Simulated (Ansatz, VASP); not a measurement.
## One calculation of Sn, two programs

```
Sn
1.0
     3.22532    0.00000    0.00000
     0.00000    3.22532    0.00000
     0.00000    0.00000    3.22532
Sn
1
Direct
  0.00000 0.00000 0.00000
```

Alike in both runs: task single point; functional revPBE; k mesh 11 × 11 × 11; occupations fermi-dirac, width 0.1 eV; no spin polarisation.

|  | VASP | Ansatz |
| --- | --- | --- |
| version | VASP 6.6.1 | Ansatz 0.2.0 |
| potentials or method | VASP PAW PBE potentials, release 64 (Sn_d), cutoff 520 eV | plane waves (420 eV) with PAW, scalar-relativistic |
| valence electrons in the cell | 14 | 14 |

VASP gave:

- pressure (GPa): -3.5

Q: Which values does Ansatz return?

A: Pressure (GPa): -3.4.

VASP's potentials were made for PBE, not for revPBE. The functional is the same, so the differences come from potentials, cutoffs and numerics.
